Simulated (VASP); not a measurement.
Here is a VASP 6.6.1 calculation.

Contents of POSCAR:

```
TeAs2
1.0
   -3.5564540000      3.5564540000      2.9405160000
    3.5564540000     -3.5564540000      2.9405160000
    3.5564540000      3.5564540000     -2.9405160000
Te As
2 4
Direct
    0.7500000000      0.2500000000      0.5000000000
    0.0000000000      0.0000000000      0.0000000000
    0.3750000000      0.6250000000      0.2500000000
    0.3750000000      0.1250000000      0.7500000000
    0.3750000000      0.6250000000      0.7500000000
    0.8750000000      0.6250000000      0.2500000000
```

The input INCAR.step1:

```
ALGO = Normal
EDIFF = 1E-4
ENCUT = 520
GGA = PE
ISMEAR = 0
LASPH = T
LCHARG = F
LREAL = F
LWAVE = T
NBANDS = 25
NELM = 100
PREC = Accurate
SIGMA = 0.1
```

The input INCAR.step2:

```
ALGO = Normal
EDIFF = 1E-6
ENCUT = 520
ISIF = 2
ISMEAR = 0
ISTART = 1
LASPH = T
LCHARG = T
LELF = T
LMIXTAU = T
LREAL = F
LVHAR = T
LWAVE = F
METAGGA = R2SCAN
NBANDS = 25
NELM = 100
PREC = Accurate
SIGMA = 0.1
```

Contents of KPOINTS:

```
k-points
0
Gamma
  4 4 4
```

Potentials or basis: VASP PAW PBE potentials, release 64 (Te, As).

Launch:

```console
$ cat potpaw_PBE.64/Te/POTCAR potpaw_PBE.64/As/POTCAR > POTCAR
$ cp INCAR.step1 INCAR
$ mpirun -np 1 vasp_std > vasp.out
$ cp INCAR.step2 INCAR
$ mpirun -np 1 vasp_std > vasp.out
```

(1) Estimate the pressure.

(2) What does it give for the band gap on the k mesh?

## Answers

(1) -2.6 GPa.

(2) zero (band 16 reaches 5.84 eV, above the bottom of band 17 at 5.34 eV).

Caveat: the PAW data sets were made with another functional, which shifts forces and pressure a little; spin-orbit coupling is left out, which moves the levels of the heavy elements.
